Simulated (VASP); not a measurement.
## TlO7: density of states with PBE

Crystal: TlO7.

```
CELL_PARAMETERS angstrom
0.00000 3.41183 3.41183
3.41183 0.00000 3.41183
3.41183 3.41183 0.00000
ATOMIC_POSITIONS crystal
Tl 0.00000 0.00000 0.00000
O 0.50000 0.50000 0.50000
O 0.00000 0.00000 0.50000
O 0.50000 0.00000 0.50000
O 0.00000 0.50000 0.50000
O 0.50000 0.50000 0.00000
O 0.00000 0.50000 0.00000
O 0.50000 0.00000 0.00000
```

```
Program                 : VASP 6.6.1
Task                    : density of states
Functional              : PBE
Potentials or basis     : VASP PAW PBE potentials, release 64 (Tl_d, O)
Cutoff                  : 520 eV
k mesh                  : 10 × 10 × 10
Occupations             : gaussian, width 0.1 eV
Spin                    : no spin polarisation
Dipole correction       : no
k mesh for the DOS      : 15 × 15 × 15
Occupations for the DOS : tetrahedron
Further INCAR settings  : ALGO = Normal; EDIFF = 1e-07; NBANDS = 38
```

| Quantity | Value |
| --- | --- |
| Valence electrons inside the program's atomic spheres | Tl 10.95; O 4.56, 4.66 |

Levels at points of the mesh, in eV from the Fermi level:
```
           k point  band 25  band 26  band 27  band 28  band 29  band 30  band 31  band 32
(0.00, 0.00, 0.00)    -0.22    -0.22     0.50     0.50     0.50     0.70     0.70     1.14
```

Wall time 12 min on 1 thread of Oxide Virtual Turin-like Processor, on a shared host, peak memory 0.35 GiB.

Caveat: spin-orbit coupling is left out, which moves the levels of the heavy elements; an odd number of electrons without spin polarisation forces a metal; a magnetic or distorted state may lie lower.
